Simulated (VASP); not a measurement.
# PbS (Fm-3m) in VASP: further runs

PbS is run at these levels: HSE06, r2SCAN, PBE; tasks: single point, relaxation of cell and atoms.

Everything below comes from runs of VASP 6.6.1. Logs are shortened: lines on timing, memory, paths and dates and some standing lists are left out, and cuts for length are marked.

## 1. The cell of the first run

Symmetry: Fm-3m, No. 225, cubic system. Conventional cell: a = 5.974 Å, b = 5.974 Å, c = 5.974 Å, α = 90.00°, β = 90.00°, γ = 90.00°. Pb (site symmetry m-3m) has 6 S at 2.99 Å within 3.9 Å. S (site symmetry m-3m) has 6 Pb at 2.99 Å within 3.9 Å.

## 2. Single point, HSE06

Input file POSCAR:

```
PbS
1.0
    0.0000000000      2.9872321667      2.9872321667
    2.9872321667      0.0000000000      2.9872321667
    2.9872321667      2.9872321667      0.0000000000
Pb S
1 1
Direct
    0.0000000000      0.0000000000      0.0000000000
    0.5000000000      0.5000000000      0.5000000000
```

Input file INCAR.step1:

```
SYSTEM = PbS
PREC = Accurate
ENCUT = 520
EDIFF = 1E-5
ISMEAR = 0
SIGMA = 0.01
LREAL = .FALSE.
LASPH = .TRUE.
NELM = 80
ALGO = Normal
ISIF = 2
LWAVE = .TRUE.
GGA = PE
NBANDS = 17
```

Input file INCAR.step2:

```
SYSTEM = PbS
PREC = Accurate
ENCUT = 520
EDIFF = 1E-7
ISMEAR = 0
SIGMA = 0.01
LREAL = .FALSE.
LASPH = .TRUE.
NELM = 80
ALGO = Normal
ISIF = 2
LWAVE = .FALSE.
LCHARG = .TRUE.
GGA = PE
LHFCALC = .TRUE.
HFSCREEN = 0.2079
PRECFOCK = Normal
LELF = .TRUE.
LVHAR = .TRUE.
ISTART = 1
NBANDS = 17
```

Input file KPOINTS:

```
Automatic mesh
0
G
  6 6 6
  0 0 0
```

Potentials or basis: VASP PAW PBE potentials, release 64 (Pb_d, S).

Command:

```
> cat potpaw_PBE.64/Pb_d/POTCAR potpaw_PBE.64/S/POTCAR > POTCAR
> cp INCAR.step1 INCAR
> mpirun -np 1 vasp_std > vasp.out
> cp INCAR.step2 INCAR
> mpirun -np 1 vasp_std > vasp.out
```

OUTCAR:

```text
SYSTEM = PbS
   PREC = Accurate
   ENCUT = 520
   EDIFF = 1E-7
   ISMEAR = 0
   LREAL = .FALSE.
   LASPH = .TRUE.
   NELM = 80
   ISIF = 2
   GGA = PE
   LHFCALC = .TRUE.
   HFSCREEN = 0.2079
   PRECFOCK = Normal
   ISTART = 1

 ion  position               nearest neighbor table
   1  0.000  0.000  0.000-   2 2.99   2 2.99   2 2.99   2 2.99   2 2.99   2 2.99
   2  0.500  0.500  0.500-   1 2.99   1 2.99   1 2.99   1 2.99   1 2.99   1 2.99

  LATTYP: Found a face centered cubic cell.
 ALAT       =     5.9744643334

  Lattice vectors:

 A1 = (   0.0000000000,   2.9872321667,   2.9872321667)
 A2 = (   2.9872321667,   0.0000000000,   2.9872321667)
 A3 = (   2.9872321667,   2.9872321667,   0.0000000000)

Analysis of symmetry for initial positions (statically):
=====================================================================
 Subroutine PRICEL returns:
 Original cell was already a primitive cell.

 Routine SETGRP: Setting up the symmetry group for a
 face centered cubic supercell.

 Subroutine GETGRP returns: Found 48 space group operations
 (whereof 48 operations were pure point group operations)
 out of a pool of 48 trial point group operations.

The static configuration has the point symmetry O_h .

Analysis of symmetry for dynamics (positions and initial velocities):
=====================================================================
 Subroutine PRICEL returns:
 Original cell was already a primitive cell.

 Routine SETGRP: Setting up the symmetry group for a
 face centered cubic supercell.

 Subroutine GETGRP returns: Found 48 space group operations
 (whereof 48 operations were pure point group operations)
 out of a pool of 48 trial point group operations.

The dynamic configuration has the point symmetry O_h .

 Subroutine INISYM returns: Found 48 space group operations
 (whereof 48 operations are pure point group operations),
 and found     1 'primitive' translations

----------------------------------------------------------------------------------------

                                     Primitive cell

  volume of cell :      53.3135

  direct lattice vectors                    reciprocal lattice vectors
     0.000000000  2.987232167  2.987232167    -0.167379022  0.167379022  0.167379022
     2.987232167  0.000000000  2.987232167     0.167379022 -0.167379022  0.167379022
     2.987232167  2.987232167  0.000000000     0.167379022  0.167379022 -0.167379022

  length of vectors
     4.224584244  4.224584244  4.224584244     0.289908971  0.289908971  0.289908971

  position of ions in fractional coordinates (direct lattice)
     0.000000000  0.000000000  0.000000000
     0.500000000  0.500000000  0.500000000

  ion indices of the primitive-cell ions
   primitive index   ion index
                 1           1
                 2           2

----------------------------------------------------------------------------------------

 KPOINTS: Automatic mesh

Automatic generation of k-mesh.
 Grid dimensions read from file:
 generate k-points for:    6    6    6

 Generating k-lattice:

  Cartesian coordinates                     Fractional coordinates (reciprocal lattice)
    -0.027896504  0.027896504  0.027896504     0.166666667  0.000000000  0.000000000
     0.027896504 -0.027896504  0.027896504     0.000000000  0.166666667  0.000000000
     0.027896504  0.027896504 -0.027896504     0.000000000  0.000000000  0.166666667

  Length of vectors
     0.048318162  0.048318162  0.048318162

  Shift w.r.t. Gamma in fractional coordinates (k-lattice)
     0.000000000  0.000000000  0.000000000

 Subroutine IBZKPT returns following result:
 ===========================================

 Found     16 irreducible k-points:

 Following reciprocal coordinates:
            Coordinates               Weight
  0.000000  0.000000  0.000000      1.000000
  0.166667  0.000000  0.000000      8.000000
  0.333333  0.000000  0.000000      8.000000
  0.500000  0.000000  0.000000      4.000000
  0.166667  0.166667  0.000000      6.000000
  0.333333  0.166667  0.000000     24.000000
[... 8 lines left out ...]
 -0.333333  0.333333  0.166667     24.000000
 -0.333333  0.500000  0.166667     12.000000
   k-points           NKPTS =     16   k-points in BZ     NKDIM =    216   number of bands    NBANDS=     17
   number of dos      NEDOS =    301   number of ions     NIONS =      2
   total plane-waves  NPLWV =  32768
   dimension x,y,z NGX =    32 NGY =   32 NGZ =   32
   dimension x,y,z NGXF=    64 NGYF=   64 NGZF=   64
   ions per type =               1   1
   NGX,Y,Z   is equivalent  to a cutoff of  12.59, 12.59, 12.59 a.u.
   NGXF,Y,Z  is equivalent  to a cutoff of  25.19, 25.19, 25.19 a.u.
 SYSTEM =  PbS
   PREC   = accura    normal or accurate (medium, high low for compatibility)
   ISTART =      1    job   : 0-new  1-cont  2-samecut
   ICHARG =      0    charge: 1-file 2-atom 10-const
   ISPIN  =      1    spin polarized calculation?
   LNONCOLLINEAR =      F non collinear calculations
   LSORBIT =      F    spin-orbit coupling
   LASPH  =      T    aspherical Exc in radial PAW
   ENCUT  =  520.0 eV  38.22 Ry    6.18 a.u.   7.85  7.85  7.85*2*pi/ulx,y,z
   NELM   =     80;   NELMIN=  2; NELMDL=  0     # of ELM steps
   EDIFF  = 0.1E-06   stopping-criterion for ELM
   LREAL  =      F    real-space projection
   EDIFFG = 0.1E-05   stopping-criterion for IOM
   NSW    =      0    number of steps for IOM
   IBRION =     -1    ionic relax: 0-MD 1-quasi-New 2-CG
   NFREE  =      0    steps in history (QN), initial steepest desc. (CG)
   ISIF   =      2    stress and relaxation
   ISYM   =      3    0-nonsym 1-usesym 2-fastsym
   POTIM  = 0.5000    time-step for ionic-motion
   TEBEG  =    0.0;   TEEND  =   0.0 temperature during run
   PSTRESS=    0.0 pullay stress
   NELECT =      20.0000    total number of electrons
   NUPDOWN=      -1.0000    fix difference up-down
   EMIN   =  10.00;   EMAX   =-10.00  energy-range for DOS
   EFERMI =   0.00;   METHOD = LEGACY
   ISMEAR =     0;   SIGMA  =   0.01  broadening in eV -4-tet -1-fermi 0-gaus
   EFERMI_NEDOS =   21; number of points for ismear=-14 and -15
   IALGO  =     38    algorithm
   IMIX   =      1    mixing-type and parameters
     AMIX     =   0.40;   BMIX     =  1.00
     AMIX_MAG =   1.60;   BMIX_MAG =  1.00
  volume/ion in A,a.u.               =      26.66       179.89
  Fermi-wavevector in a.u.,A,eV,Ry     =   1.180699  2.231198 18.967203  1.394050
  Thomas-Fermi vector in A             =   2.316986
   LORBIT       =      0    0 simple, 1 ext, 2 COOP (PROOUT), +10 PAW based schemes
   GGA     = PE    functional components
   LHFCALC =     T    Hartree Fock is set to
   PRECFOCK=normal    Normal, Fast or Accurate (Low or Medium for compatibility)
   ENCUT4O =  -1.0   cutoff for four orbital integrals eV
   NKREDX  =     1    reduce k-point grid by
   NKREDY  =     1    reduce k-point grid by
   NKREDZ  =     1    reduce k-point grid by
   AEXX    =    0.2500 exact exchange contribution
   HFSCREEN=    0.2079 screening length (either q_TF or 0.3 A-1)
   HFSCREENC=   0.2079 screening length for correlation (either q_TF or 0.3 A-1)
   ENCUTFOCK=  -1.0 apply spherical cutoff to Coloumb kernel
   IVDW    =     0    specifies the selected vdW correction
   LEPSILON=     F    determine dielectric tensor
   LRPA    =     F    only Hartree local field effects (RPA)
 non-spin polarized calculation
 Gauss-broadening in eV      SIGMA  =   0.01
  energy-cutoff  :      520.00
  volume of cell :       53.31
 maximum number of plane-waves:      1459
  NGX = 24; NGY = 24; NGZ = 24

 number of electron      20.0000001 magnetization

 Free energy of the ion-electron system (eV)
  ---------------------------------------------------
  ext. energy  EPLUGINS =         0.00000000
  ---------------------------------------------------
  free energy    TOTEN  =       -10.40767325 eV

  energy without entropy =      -10.40767325  energy(sigma->0) =      -10.40767325

 E-fermi :   5.3213     XC(G=0):  -7.9649

 val. band max:        5.2301954423   @ k =   0.5000   0.0000   0.0000
 cond. band min:       6.1127402578   @ k =   0.5000   0.0000   0.0000
 fundamental gap:      0.8825448156
 Fermi energy:         5.3212821492

 k-point     1 :       0.0000    0.0000    0.0000
  band No.  band energies     occupation
      1     -13.3029      2.00000
      2     -13.3029      2.00000
      3     -13.3029      2.00000
      4     -13.2977      2.00000
      5     -13.2977      2.00000
      6      -9.6864      2.00000
[... 9 lines left out ...]
     16      12.7317      0.00000
     17      14.6573      0.00000

 k-point     2 :       0.1667    0.0000    0.0000
  band No.  band energies     occupation
      1     -13.3069      2.00000
      2     -13.3069      2.00000
      3     -13.3019      2.00000
      4     -13.2914      2.00000
      5     -13.2914      2.00000
      6      -9.4444      2.00000
[... 9 lines left out ...]
     16      13.3718      0.00000
     17      16.5478      0.00000

 k-point     3 :       0.3333    0.0000    0.0000
  band No.  band energies     occupation
      1     -13.3229      2.00000
      2     -13.3229      2.00000
      3     -13.3008      2.00000
      4     -13.2709      2.00000
      5     -13.2709      2.00000
      6      -8.8393      2.00000
[... 9 lines left out ...]
     16      14.8651      0.00000
     17      18.4034      0.00000

 k-point     4 :       0.5000    0.0000    0.0000
  band No.  band energies     occupation
      1     -13.3310      2.00000
      2     -13.3310      2.00000
      3     -13.3005      2.00000
      4     -13.2606      2.00000
      5     -13.2606      2.00000
      6      -8.4271      2.00000
[... 9 lines left out ...]
     16      16.3803      0.00000
     17      16.7078      0.00000

 k-point     5 :       0.1667    0.1667    0.0000
  band No.  band energies     occupation
      1     -13.3223      2.00000
      2     -13.3087      2.00000
      3     -13.2918      2.00000
      4     -13.2897      2.00000
      5     -13.2897      2.00000
      6      -9.3573      2.00000
[... 9 lines left out ...]
     16      14.6245      0.00000
     17      15.5894      0.00000

 k-point     6 :       0.3333    0.1667    0.0000
  band No.  band energies     occupation
      1     -13.3486      2.00000
      2     -13.3074      2.00000
      3     -13.3014      2.00000
      4     -13.2777      2.00000
      5     -13.2679      2.00000
      6      -8.8570      2.00000
[... 9 lines left out ...]
     16      15.8017      0.00000
     17      17.6254      0.00000

 k-point     7 :       0.5000    0.1667    0.0000
  band No.  band energies     occupation
      1     -13.3576      2.00000
      2     -13.3158      2.00000
      3     -13.2971      2.00000
      4     -13.2719      2.00000
      5     -13.2585      2.00000
      6      -8.3273      2.00000
[... 9 lines left out ...]
     16      16.6579      0.00000
     17      17.0753      0.00000

 k-point     8 :      -0.3333    0.1667    0.0000
  band No.  band energies     occupation
      1     -13.3421      2.00000
      2     -13.3215      2.00000
      3     -13.2939      2.00000
      4     -13.2709      2.00000
      5     -13.2698      2.00000
      6      -8.4714      2.00000
[... 9 lines left out ...]
     16      16.1806      0.00000
     17      17.4023      0.00000
[... 43 lines left out ...]
      1     -13.4197      2.00000
      2     -13.3152      2.00000
      3     -13.2866      2.00000
      4     -13.2582      2.00000
      5     -13.2526      2.00000
      6      -8.1038      2.00000
[... 9 lines left out ...]
     16      17.5812      0.00000
     17      18.0749      0.00000

 k-point    12 :      -0.3333    0.3333    0.0000
  band No.  band energies     occupation
      1     -13.3891      2.00000
      2     -13.3039      2.00000
      3     -13.2940      2.00000
      4     -13.2727      2.00000
      5     -13.2602      2.00000
      6      -8.0735      2.00000
[... 9 lines left out ...]
     16      16.3135      0.00000
     17      18.1079      0.00000

 k-point    13 :       0.5000    0.5000    0.0000
  band No.  band energies     occupation
      1     -13.4519      2.00000
      2     -13.3260      2.00000
      3     -13.2742      2.00000
      4     -13.2474      2.00000
      5     -13.2474      2.00000
      6      -7.9775      2.00000
[... 9 lines left out ...]
     16      18.5405      0.00000
     17      18.6253      0.00000

 k-point    14 :       0.5000    0.3333    0.1667
  band No.  band energies     occupation
      1     -13.3776      2.00000
      2     -13.3038      2.00000
      3     -13.3030      2.00000
      4     -13.2678      2.00000
      5     -13.2625      2.00000
      6      -8.3665      2.00000
[... 9 lines left out ...]
     16      16.8156      0.00000
     17      17.1154      0.00000

 k-point    15 :      -0.3333    0.3333    0.1667
  band No.  band energies     occupation
      1     -13.3879      2.00000
      2     -13.3077      2.00000
      3     -13.2872      2.00000
      4     -13.2829      2.00000
      5     -13.2542      2.00000
      6      -8.0731      2.00000
[... 9 lines left out ...]
     16      17.6782      0.00000
     17      17.9704      0.00000

 k-point    16 :      -0.3333    0.5000    0.1667
  band No.  band energies     occupation
      1     -13.4208      2.00000
      2     -13.3073      2.00000
      3     -13.2915      2.00000
      4     -13.2680      2.00000
      5     -13.2474      2.00000
      6      -7.9537      2.00000
[... 9 lines left out ...]
     16      18.0634      0.00000
     17      18.6223      0.00000

------------------------ aborting loop because EDIFF is reached ----------------------------------------

  FORCE on cell =-STRESS in cart. coord.  units (eV):
  Direction    XX          YY          ZZ          XY          YZ          ZX
  --------------------------------------------------------------------------------------
  -------------------------------------------------------------------------------------
  Total       -0.0923374     -0.0923374     -0.0923374      0.0000000      0.0000000     -0.0000000
  in kB       -2.7749258     -2.7749258     -2.7749258      0.0000000      0.0000000     -0.0000000
  external PRESSURE =      -2.7749258 kB  Pullay stress =       0.0000000 kB

 VOLUME and BASIS-vectors are now :
 -----------------------------------------------------------------------------
  energy-cutoff  :      520.00
  volume of cell :       53.31
      direct lattice vectors                 reciprocal lattice vectors
     0.000000000  2.987232167  2.987232167    -0.167379022  0.167379022  0.167379022
     2.987232167  0.000000000  2.987232167     0.167379022 -0.167379022  0.167379022
     2.987232167  2.987232167  0.000000000     0.167379022  0.167379022 -0.167379022

 POSITION                                       TOTAL-FORCE (eV/Angst)
 -----------------------------------------------------------------------------------
      0.00000      0.00000      0.00000         0.000000     -0.000000      0.000000
      2.98723      2.98723      2.98723         0.000000      0.000000      0.000000
 -----------------------------------------------------------------------------------
    total drift:                                0.000002      0.000014     -0.000019

  FREE ENERGIE OF THE ION-ELECTRON SYSTEM (eV)
  ---------------------------------------------------
  free  energy   TOTEN  =       -10.4076732504 eV

  energy  without entropy=      -10.4076732504  energy(sigma->0) =      -10.40767325
```

Wall time 43 min (1 thread of Intel Xeon Platinum 8259CL at 2.50GHz (Skylake/Cascade Lake), shared host); peak memory 0.31 GiB.

What came out:

```
Free energy            : -10.4077 eV
Pressure               : -0.3 GPa
Band gap on the k mesh : 0.88 eV
```

Levels at points of the mesh, in eV from the valence-band top:
| k point | band 6 | band 7 | band 8 | band 9 | band 10 | band 11 | band 12 | band 13 | band 14 | band 15 |
| --- | --- | --- | --- | --- | --- | --- | --- | --- | --- | --- |
| (0.00, 0.00, 0.00) | -14.92 | -6.43 | -2.41 | -2.41 | -2.41 | 6.00 | 6.00 | 6.00 | 7.50 | 7.50 |
| (0.50, 0.00, 0.00) | -13.66 | -9.51 | -2.02 | -2.02 | 0.00 | 0.88 | 2.55 | 2.55 | 9.46 | 11.15 |
| (0.50, 0.50, 0.00) | -13.21 | -7.65 | -5.63 | -3.76 | -3.76 | 4.49 | 6.42 | 6.51 | 6.51 | 12.20 |

Caveat: the PAW data sets were made with another functional, which shifts forces and pressure a little; spin-orbit coupling is left out, which moves the levels of the heavy elements. A k mesh can miss the band edges.

(Part 1 of 2 ends here.)
